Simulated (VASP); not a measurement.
Set up this calculation in VASP 6.6.1, as the native input.

```
Task                   : single point
Functional             : r2SCAN
Potentials or basis    : VASP PAW PBE potentials, release 64 (Li_sv, Rh_pv)
Cutoff                 : 830 eV
k mesh                 : 7 × 7 × 7
Occupations            : methfessel-paxton, width 0.1 eV
Spin                   : no spin polarisation
Dipole correction      : no
Further INCAR settings : ALGO = Normal; EDIFF = 1e-06; NBANDS = 20
```

The system is Li3Rh.

```
Li Rh
1.0
     0.00000    2.98141    2.98141
     2.98141    0.00000    2.98141
     2.98141    2.98141    0.00000
Li Rh
3 1
Direct
  0.25000 0.25000 0.25000
  0.75000 0.75000 0.75000
  0.50000 0.50000 0.50000
  0.00000 0.00000 0.00000
```

These files were run (other wordings do the same):

POSCAR

```
Li3Rh
1.0
    0.0000000000      2.9814105000      2.9814105000
    2.9814105000      0.0000000000      2.9814105000
    2.9814105000      2.9814105000      0.0000000000
Li Rh
3 1
Direct
    0.2500000000      0.2500000000      0.2500000000
    0.7500000000      0.7500000000      0.7500000000
    0.5000000000      0.5000000000      0.5000000000
    0.0000000000      0.0000000000      0.0000000000
```

INCAR.step1

```
ALGO = Normal ; EDIFF = 1E-5
ENCUT = 830 ; GGA = PE
GGA_COMPAT = False ; ISMEAR = 1
LASPH = True ; LCHARG = False
LREAL = False ; LWAVE = True
NBANDS = 20 ; NELM = 120
PREC = Accurate ; SIGMA = 0.1
```

INCAR.step2

```
ALGO = Normal ; EDIFF = 1E-6
ENCUT = 830 ; GGA_COMPAT = False
ISIF = 2 ; ISMEAR = 1
ISTART = 1 ; LASPH = True
LCHARG = False ; LMIXTAU = True
LREAL = False ; LWAVE = False
METAGGA = R2SCAN ; NBANDS = 20
NELM = 120 ; PREC = Accurate
SIGMA = 0.1
```

KPOINTS

```
k-points
0
Gamma
  7 7 7
```

Potentials or basis: VASP PAW PBE potentials, release 64 (Li_sv, Rh_pv).

The run is started by

```sh
$ cat potpaw_PBE.64/Li_sv/POTCAR potpaw_PBE.64/Rh_pv/POTCAR > POTCAR
$ cp INCAR.step1 INCAR
$ mpirun -np 1 vasp_std > vasp.out
$ cp INCAR.step2 INCAR
$ mpirun -np 1 vasp_std > vasp.out
```

It gave:

```json
{"Pressure": "0.3 GPa"}
```

Caveat: the PAW data sets were made with another functional, which shifts forces and pressure a little.

Wall time 4.2 min on 1 thread of AMD EPYC 7R43 64-Core Processor (Zen 3) (shared host), peak memory 0.24 GiB.
